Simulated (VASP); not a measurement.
# Si2Ni (Fm-3m) in VASP: notebook

The runs below take Si2Ni through single point, with LDA.

Program: VASP 6.6.1. These are calculated values, not measurements. Logs are shortened: lines on timing, memory, paths and dates and some standing lists are left out, and cuts for length are marked.

**1. The cell of the first run**

Symmetry: Fm-3m, No. 225, cubic system. The conventional cell has a = 5.333 Å, b = 5.333 Å, c = 5.333 Å, α = 90.00°, β = 90.00°, γ = 90.00°. Within 3.1 Å of Ni (site symmetry m-3m) lie 8 Si at 2.31 Å. Si (site symmetry -43m) has 4 Ni at 2.31 Å and 6 Si at 2.67 Å within 3.1 Å.

**2. Single point, LDA, collinear spin, ferromagnetic start**

INCAR

```
SYSTEM = Si2Ni
ALGO = Normal
EDIFF = 1E-7
ENCUT = 520
ISIF = 2
ISMEAR = -1
ISPIN = 2
LASPH = .True.
LCHARG = .False.
LMAXMIX = 4
LORBIT = 11
LREAL = .False.
LWAVE = .False.
MAGMOM = 1 0 0
NBANDS = 20
NELM = 150
PREC = Accurate
SIGMA = 0.05
```

KPOINTS

```
k-points
0
Gamma
  9 9 9
  0 0 0
```

POSCAR

```
Si2Ni
1.0
    0.0000000000      2.6664684948      2.6664684948
    2.6664684948      0.0000000000      2.6664684948
    2.6664684948      2.6664684948      0.0000000000
Ni Si
1 2
Direct
    0.0000000000      0.0000000000      0.0000000000
    0.7500000000      0.7500000000      0.7500000000
    0.2500000000      0.2500000000      0.2500000000
```

Potentials or basis: VASP PAW LDA potentials, release 64 (Ni, Si).

Command:

```sh
cat potpaw_LDA.64/Ni/POTCAR potpaw_LDA.64/Si/POTCAR > POTCAR
mpirun -np 1 vasp_std > vasp.out
```

OUTCAR:

```text
SYSTEM = Si2Ni
   EDIFF = 1E-7
   ENCUT = 520
   ISIF = 2
   ISMEAR = -1
   ISPIN = 2
   LASPH = .True.
   LORBIT = 11
   LREAL = .False.
   NELM = 150
   PREC = Accurate

 ion  position               nearest neighbor table
   1  0.000  0.000  0.000-   2 2.31   2 2.31   2 2.31   2 2.31   3 2.31   3 2.31   3 2.31   3 2.31

   2  0.750  0.750  0.750-   1 2.31   1 2.31   1 2.31   1 2.31   3 2.67   3 2.67   3 2.67   3 2.67
                             3 2.67   3 2.67
   3  0.250  0.250  0.250-   1 2.31   1 2.31   1 2.31   1 2.31   2 2.67   2 2.67   2 2.67   2 2.67
                             2 2.67   2 2.67

  LATTYP: Found a face centered cubic cell.
 ALAT       =     5.3329369896

  Lattice vectors:

 A1 = (   0.0000000000,   2.6664684948,   2.6664684948)
 A2 = (   2.6664684948,   0.0000000000,   2.6664684948)
 A3 = (   2.6664684948,   2.6664684948,   0.0000000000)

Analysis of symmetry for initial positions (statically):
=====================================================================
 Subroutine PRICEL returns:
 Original cell was already a primitive cell.

 Routine SETGRP: Setting up the symmetry group for a
 face centered cubic supercell.

 Subroutine GETGRP returns: Found 48 space group operations
 (whereof 48 operations were pure point group operations)
 out of a pool of 48 trial point group operations.

The static configuration has the point symmetry O_h .

Analysis of symmetry for dynamics (positions and initial velocities):
=====================================================================
 Subroutine PRICEL returns:
 Original cell was already a primitive cell.

 Routine SETGRP: Setting up the symmetry group for a
 face centered cubic supercell.

 Subroutine GETGRP returns: Found 48 space group operations
 (whereof 48 operations were pure point group operations)
 out of a pool of 48 trial point group operations.

The dynamic configuration has the point symmetry O_h .

Analysis of structural, dynamic, and magnetic symmetry:
=====================================================================
 Subroutine PRICEL returns:
 Original cell was already a primitive cell.

 Routine SETGRP: Setting up the symmetry group for a
 face centered cubic supercell.

 Subroutine GETGRP returns: Found 48 space group operations
 (whereof 48 operations were pure point group operations)
 out of a pool of 48 trial point group operations.

The overall configuration has the point symmetry O_h .

 Subroutine INISYM returns: Found 48 space group operations
 (whereof 48 operations are pure point group operations),
 and found     1 'primitive' translations

----------------------------------------------------------------------------------------

                                     Primitive cell

  volume of cell :      37.9175

  direct lattice vectors                    reciprocal lattice vectors
     0.000000000  2.666468495  2.666468495    -0.187513935  0.187513935  0.187513935
     2.666468495  0.000000000  2.666468495     0.187513935 -0.187513935  0.187513935
     2.666468495  2.666468495  0.000000000     0.187513935  0.187513935 -0.187513935

  length of vectors
     3.770955909  3.770955909  3.770955909     0.324783663  0.324783663  0.324783663

  position of ions in fractional coordinates (direct lattice)
     0.000000000  0.000000000  0.000000000
     0.750000000  0.750000000  0.750000000
     0.250000000  0.250000000  0.250000000

  ion indices of the primitive-cell ions
   primitive index   ion index
                 1           1
                 2           2
                 3           3

----------------------------------------------------------------------------------------

 KPOINTS: k-points

Automatic generation of k-mesh.
 Grid dimensions read from file:
 generate k-points for:    9    9    9

 Generating k-lattice:

  Cartesian coordinates                     Fractional coordinates (reciprocal lattice)
    -0.020834882  0.020834882  0.020834882     0.111111111  0.000000000  0.000000000
     0.020834882 -0.020834882  0.020834882     0.000000000  0.111111111  0.000000000
     0.020834882  0.020834882 -0.020834882     0.000000000  0.000000000  0.111111111

  Length of vectors
     0.036087074  0.036087074  0.036087074

  Shift w.r.t. Gamma in fractional coordinates (k-lattice)
     0.000000000  0.000000000  0.000000000

 Subroutine IBZKPT returns following result:
 ===========================================

 Found     35 irreducible k-points:

 Following reciprocal coordinates:
            Coordinates               Weight
  0.000000  0.000000  0.000000      1.000000
  0.111111  0.000000  0.000000      8.000000
  0.222222  0.000000  0.000000      8.000000
  0.333333  0.000000  0.000000      8.000000
  0.444444  0.000000  0.000000      8.000000
  0.111111  0.111111  0.000000      6.000000
[... 16 lines left out ...]
 -0.333333  0.333333  0.000000     12.000000
  0.444444  0.444444  0.000000      6.000000
 [... further k-points ...]
   k-points           NKPTS =     35   k-points in BZ     NKDIM =     35   number of bands    NBANDS=     20
   number of dos      NEDOS =    301   number of ions     NIONS =      3
   total plane-waves  NPLWV =  21952
   dimension x,y,z NGX =    28 NGY =   28 NGZ =   28
   dimension x,y,z NGXF=    56 NGYF=   56 NGZF=   56
   ions per type =               1   2
   NGX,Y,Z   is equivalent  to a cutoff of  12.34, 12.34, 12.34 a.u.
   NGXF,Y,Z  is equivalent  to a cutoff of  24.69, 24.69, 24.69 a.u.
 SYSTEM =  Si2Ni
   PREC   = accura    normal or accurate (medium, high low for compatibility)
   ISTART =      0    job   : 0-new  1-cont  2-samecut
   ICHARG =      2    charge: 1-file 2-atom 10-const
   ISPIN  =      2    spin polarized calculation?
   LNONCOLLINEAR =      F non collinear calculations
   LSORBIT =      F    spin-orbit coupling
   LASPH  =      T    aspherical Exc in radial PAW
   ENCUT  =  520.0 eV  38.22 Ry    6.18 a.u.   7.01  7.01  7.01*2*pi/ulx,y,z
   NELM   =    150;   NELMIN=  2; NELMDL= -5     # of ELM steps
   EDIFF  = 0.1E-06   stopping-criterion for ELM
   LREAL  =      F    real-space projection
   EDIFFG = 0.1E-05   stopping-criterion for IOM
   NSW    =      0    number of steps for IOM
   IBRION =     -1    ionic relax: 0-MD 1-quasi-New 2-CG
   NFREE  =      0    steps in history (QN), initial steepest desc. (CG)
   ISIF   =      2    stress and relaxation
   ISYM   =      2    0-nonsym 1-usesym 2-fastsym
   POTIM  = 0.5000    time-step for ionic-motion
   TEBEG  =    0.0;   TEEND  =   0.0 temperature during run
   PSTRESS=    0.0 pullay stress
   NELECT =      18.0000    total number of electrons
   NUPDOWN=      -1.0000    fix difference up-down
   EMIN   =  10.00;   EMAX   =-10.00  energy-range for DOS
   EFERMI =   0.00;   METHOD = LEGACY
   ISMEAR =    -1;   SIGMA  =   0.05  broadening in eV -4-tet -1-fermi 0-gaus
   EFERMI_NEDOS =   21; number of points for ismear=-14 and -15
   IALGO  =     38    algorithm
   IMIX   =      4    mixing-type and parameters
     AMIX     =   0.40;   BMIX     =  1.00
     AMIX_MAG =   1.60;   BMIX_MAG =  1.00
  volume/ion in A,a.u.               =      12.64        85.29
  Fermi-wavevector in a.u.,A,eV,Ry     =   1.277083  2.413337 22.190308  1.630942
  Thomas-Fermi vector in A             =   2.409703
   LORBIT       =     11    0 simple, 1 ext, 2 COOP (PROOUT), +10 PAW based schemes
   GGA     = CA    functional components
   LHFCALC =     F    Hartree Fock is set to
   AEXX    =    0.0000 exact exchange contribution
   IVDW    =     0    specifies the selected vdW correction
   LEPSILON=     F    determine dielectric tensor
   LRPA    =     F    only Hartree local field effects (RPA)
 spin polarized calculation
  energy-cutoff  :      520.00
  volume of cell :       37.92
 maximum number of plane-waves:      1032
   NGX = 13   NGY = 13   NGZ = 13

 number of electron      17.9999990 magnetization       0.0018529

 number of electron      17.9999990 magnetization      -0.0000245

 Free energy of the ion-electron system (eV)
  ---------------------------------------------------
  ext. energy  EPLUGINS =         0.00000000
  ---------------------------------------------------
  free energy    TOTEN  =       -19.89713613 eV

  energy without entropy =      -19.88829272  energy(sigma->0) =      -19.89271442

 E-fermi :  10.9988     XC(G=0): -11.9438

 val. band max:       10.9968234201   @ k =   0.1111   0.1111   0.0000
 cond. band min:      11.0175007229   @ k =   0.2222   0.0000   0.0000
 fundamental gap:      0.0206773028
 Fermi energy:        10.9988167085

 spin component 1

 k-point     1 :       0.0000    0.0000    0.0000
  band No.  band energies     occupation
      1      -3.2260      1.00000
      2       5.4679      1.00000
      3       5.4679      1.00000
      4       5.4679      1.00000
      5       7.2067      1.00000
      6       7.2067      1.00000
[... 12 lines left out ...]
     19      20.0991      0.00000
[... 513 lines left out ...]
      4       6.1876      1.00000
      5       6.1876      1.00000
      6       7.2617      1.00000
[... 12 lines left out ...]
     19      24.9553      0.00000
     20      24.9657      0.00000

 [... further k-points ...]

 spin component 2

 k-point     1 :       0.0000    0.0000    0.0000
  band No.  band energies     occupation
      1      -3.2260      1.00000
      2       5.4679      1.00000
      3       5.4679      1.00000
      4       5.4679      1.00000
      5       7.2067      1.00000
      6       7.2067      1.00000
[... 12 lines left out ...]
     19      20.0991      0.00000
[... 513 lines left out ...]
      4       6.1876      1.00000
      5       6.1876      1.00000
      6       7.2617      1.00000
[... 12 lines left out ...]
     19      24.9553      0.00000
     20      24.9657      0.00000

 [... further k-points ...]

------------------------ aborting loop because EDIFF is reached ----------------------------------------

  FORCE on cell =-STRESS in cart. coord.  units (eV):
  Direction    XX          YY          ZZ          XY          YZ          ZX
  --------------------------------------------------------------------------------------
  -------------------------------------------------------------------------------------
  Total        0.5404209      0.5404209      0.5404209      0.0000000      0.0000000      0.0000000
  in kB       22.8351249     22.8351249     22.8351249      0.0000000      0.0000000      0.0000000
  external PRESSURE =      22.8351249 kB  Pullay stress =       0.0000000 kB

 VOLUME and BASIS-vectors are now :
 -----------------------------------------------------------------------------
  energy-cutoff  :      520.00
  volume of cell :       37.92
      direct lattice vectors                 reciprocal lattice vectors
     0.000000000  2.666468495  2.666468495    -0.187513935  0.187513935  0.187513935
     2.666468495  0.000000000  2.666468495     0.187513935 -0.187513935  0.187513935
     2.666468495  2.666468495  0.000000000     0.187513935  0.187513935 -0.187513935

 POSITION                                       TOTAL-FORCE (eV/Angst)
 -----------------------------------------------------------------------------------
      0.00000      0.00000      0.00000        -0.000000      0.000000      0.000000
      3.99970      3.99970      3.99970        -0.000000     -0.000000      0.000000
      1.33323      1.33323      1.33323         0.000000      0.000000     -0.000000
 -----------------------------------------------------------------------------------
    total drift:                               -0.000000     -0.000000      0.000000

  FREE ENERGIE OF THE ION-ELECTRON SYSTEM (eV)
  ---------------------------------------------------
  free  energy   TOTEN  =       -19.8971361307 eV

  energy  without entropy=      -19.8882927173  energy(sigma->0) =      -19.89271442

 total charge

# of ion       s       p       d       tot
------------------------------------------
    1        0.587   0.858   8.497   9.941
    2        0.747   0.876   0.000   1.623
    3        0.747   0.876   0.000   1.623
--------------------------------------------------
tot          2.081   2.610   8.497  13.188

 magnetization (x)

# of ion       s       p       d       tot
------------------------------------------
    1       -0.000  -0.000  -0.000  -0.000
    2       -0.000  -0.000   0.000  -0.000
    3       -0.000  -0.000   0.000  -0.000
--------------------------------------------------
tot         -0.000  -0.000  -0.000  -0.000
```

It took 49 s on 1 thread of Intel Xeon Platinum 8259CL at 2.50GHz (Skylake/Cascade Lake), shared host; peak memory 0.17 GiB.

Results:

| Item | Value |
| --- | --- |
| Free energy | -19.8971 eV |
| Pressure | 2.3 GPa |
| Band gap on the k mesh | zero (filled and empty bands overlap) |
| Net moment | 0.00 μB per cell |
| Valence electrons inside the program's atomic spheres | Ni 9.94; Si 1.62 |

Levels at points of the mesh, in eV from the Fermi level:
Spin up:
| k point | band 7 | band 8 | band 9 | band 10 | band 11 | band 12 |
| --- | --- | --- | --- | --- | --- | --- |
| (0.00, 0.00, 0.00) | -0.08 | 1.74 | 1.74 | 1.74 | 2.19 | 2.19 |
Spin down:
```csv
k point,band 6,band 7,band 8,band 9,band 10,band 11,band 12,band 13
"(0.00, 0.00, 0.00)",-3.79,-0.08,1.74,1.74,1.74,2.19,2.19,2.19
```

**3. Single point, LDA, collinear spin, ferromagnetic start**

This run uses another cell than the first one, of 12.90 Å³/atom, 1.021 times its volume.

INCAR

```
SYSTEM = Si2Ni
ALGO     = Normal         ! electronic algorithm
EDIFF    = 1E-6           ! SCF threshold, eV
ENCUT    = 520            ! plane-wave cutoff, eV
GGA      = CA             ! functional
ISIF     = 2              ! what is computed and relaxed
ISMEAR   = -1             ! smearing method
ISPIN    = 2              ! spin polarisation
LASPH    = .TRUE.         ! aspherical terms in the spheres
LCHARG   = .FALSE.        ! write CHGCAR
LMAXMIX  = 4              ! l up to which the mixer works
LORBIT   = 11             ! projections on sites
LREAL    = .FALSE.        ! projectors in reciprocal space
LWAVE    = .FALSE.        ! write WAVECAR
MAGMOM   = 1 0 0          ! initial moments
NBANDS   = 20             ! bands
NELM     = 150            ! most SCF steps
PREC     = Accurate       ! precision mode
SIGMA    = 0.05           ! smearing width, eV
```

KPOINTS

```
k-points
0
G
  9 9 9
  0 0 0
```

POSCAR

```
Si2Ni
1.0
    0.0000000000      2.6848585138      2.6848585138
    2.6848585138      0.0000000000      2.6848585138
    2.6848585138      2.6848585138      0.0000000000
Ni Si
1 2
Direct
    0.0000000000      0.0000000000      0.0000000000
    0.7500000000      0.7500000000      0.7500000000
    0.2500000000      0.2500000000      0.2500000000
```

Potentials or basis: VASP PAW LDA potentials, release 64 (Ni, Si).

Command:

```sh
cat potpaw_LDA.64/Ni/POTCAR potpaw_LDA.64/Si/POTCAR > POTCAR
mpirun -np 1 vasp_std > vasp.out
```

Run time: 47 s. Hardware: 1 thread of Intel Xeon Platinum 8259CL at 2.50GHz (Skylake/Cascade Lake), shared host; peak memory 0.17 GiB.

It converged, with:

```
Free energy                                           : -19.9002 eV
Pressure                                              : -1.1 GPa
Band gap on the k mesh                                : zero (filled and empty bands overlap)
Net moment                                            : 0.00 μB per cell
Valence electrons inside the program's atomic spheres : Ni 9.89; Si 1.61
```

Levels at points of the mesh, in eV from the Fermi level:
Spin up:
```
           k point  band 5  band 6  band 7  band 8  band 9  band 10  band 11  band 12  band 13  band 14
(0.00, 0.00, 0.00)   -3.66   -3.66   -0.23    1.72    1.72     1.72     2.24     2.24     2.24     4.72
```
Spin down:
| k point | band 7 | band 8 | band 9 | band 10 | band 11 | band 12 |
| --- | --- | --- | --- | --- | --- | --- |
| (0.00, 0.00, 0.00) | -0.23 | 1.72 | 1.72 | 1.72 | 2.24 | 2.24 |

**4. Single point, LDA, collinear spin, ferromagnetic start**

This run uses another cell than the first one, of 13.17 Å³/atom, 1.042 times its volume.

INCAR

```
ALGO = Normal
EDIFF = 1E-6
ENCUT = 520
ISIF = 2
ISMEAR = -1
ISPIN = 2
LASPH = T
LCHARG = T
LELF = T
LMAXMIX = 4
LORBIT = 11
LREAL = F
LVHAR = T
LWAVE = F
MAGMOM = 1 0 0
NBANDS = 20
NELM = 150
PREC = Accurate
SIGMA = 0.05
```

KPOINTS

```
k-points
0
Gamma
  9 9 9
```

POSCAR

```
Si2Ni
1.0
    0.0000000000      2.7030000000      2.7030000000
    2.7030000000      0.0000000000      2.7030000000
    2.7030000000      2.7030000000      0.0000000000
Ni Si
1 2
Direct
    0.0000000000      0.0000000000      0.0000000000
    0.7500000000      0.7500000000      0.7500000000
    0.2500000000      0.2500000000      0.2500000000
```

Potentials or basis: VASP PAW LDA potentials, release 64 (Ni, Si).

Command:

```sh
cat potpaw_LDA.64/Ni/POTCAR potpaw_LDA.64/Si/POTCAR > POTCAR
mpirun -np 1 vasp_std > vasp.out
```

OUTCAR:

```text
EDIFF = 1E-6
   ENCUT = 520
   ISIF = 2
   ISMEAR = -1
   ISPIN = 2
   LASPH = T
   LORBIT = 11
   LREAL = F
   NELM = 150
   PREC = Accurate

 ion  position               nearest neighbor table
   1  0.000  0.000  0.000-   2 2.34   2 2.34   3 2.34   3 2.34   2 2.34   2 2.34   3 2.34   3 2.34

   2  0.750  0.750  0.750-   1 2.34   1 2.34   1 2.34   1 2.34   3 2.70   3 2.70   3 2.70   3 2.70
                             3 2.70   3 2.70
   3  0.250  0.250  0.250-   1 2.34   1 2.34   1 2.34   1 2.34   2 2.70   2 2.70   2 2.70   2 2.70
                             2 2.70   2 2.70

[... 1331 lines left out ...]
  energy-cutoff  :      520.00
  volume of cell :       39.50
      direct lattice vectors                 reciprocal lattice vectors
     0.000000000  2.703000000  2.703000000    -0.184979652  0.184979652  0.184979652
     2.703000000  0.000000000  2.703000000     0.184979652 -0.184979652  0.184979652
     2.703000000  2.703000000  0.000000000     0.184979652  0.184979652 -0.184979652

 POSITION                                       TOTAL-FORCE (eV/Angst)
 -----------------------------------------------------------------------------------
      0.00000      0.00000      0.00000         0.000000     -0.000000      0.000000
      4.05450      4.05450      4.05450        -0.000000     -0.000000     -0.000000
      1.35150      1.35150      1.35150         0.000000      0.000000      0.000000
 -----------------------------------------------------------------------------------
    total drift:                               -0.000000     -0.000000      0.000000

  FREE ENERGIE OF THE ION-ELECTRON SYSTEM (eV)
  ---------------------------------------------------
  free  energy   TOTEN  =       -19.8873804037 eV

  energy  without entropy=      -19.8805369207  energy(sigma->0) =      -19.88395866

 total charge

# of ion       s       p       d       tot
------------------------------------------
    1        0.566   0.796   8.473   9.835
    2        0.754   0.847   0.000   1.601
    3        0.754   0.847   0.000   1.601
--------------------------------------------------
tot          2.074   2.489   8.473  13.037

 magnetization (x)

# of ion       s       p       d       tot
------------------------------------------
    1       -0.000  -0.000   0.000   0.000
    2        0.000   0.000   0.000   0.000
    3        0.000   0.000   0.000   0.000
--------------------------------------------------
tot          0.000   0.000   0.000   0.000
```

stdout:

```text
POSCAR found type information on POSCAR NiSi
 POSCAR found :  2 types and       3 ions
 scaLAPACK will be used
 LDA part: xc-table for (Slater(with rela. corr.)+CA(PZ))
 , standard interpolation
 POSCAR, INCAR and KPOINTS ok, starting setup
 FFT: planning ... GRIDC
 FFT: planning ... GRID_SOFT
 FFT: planning ... GRID
 WAVECAR not read
 entering main loop
```

Run time: 48 s. Hardware: 1 thread of Intel Xeon Platinum 8259CL at 2.50GHz (Skylake/Cascade Lake), shared host; peak memory 0.17 GiB.

Results:

```yaml
Free_energy: -19.8874 eV
Pressure: -4.2 GPa
Band_gap_on_the_k_mesh: zero (filled and empty bands overlap)
Net_moment: 0.00 μB per cell
Valence_electrons_inside_the_program's_atomic_spheres: Ni 9.84; Si 1.60
```

**5. The runs side by side**

| cell | gap on the mesh (eV) | pressure (GPa) | moment (μB) |
| --- | --- | --- | --- |
| a = 3.771 Å, angles 60.0°, 3 atoms | none | 2.3 | 0.00 |
| a = 3.797 Å, angles 60.0°, 3 atoms | none | -1.1 | 0.00 |
| a = 3.823 Å, angles 60.0°, 3 atoms | none | -4.2 | 0.00 |

Alike in all rows: task single point; level LDA; potentials or basis VASP PAW LDA potentials, release 64 (Ni, Si); spin collinear, ferromagnetic start; k mesh 9 × 9 × 9; cutoff (eV) 520; smearing fermi-dirac 0.05 eV.

Absolute energies hang on the potentials; compare differences alone.
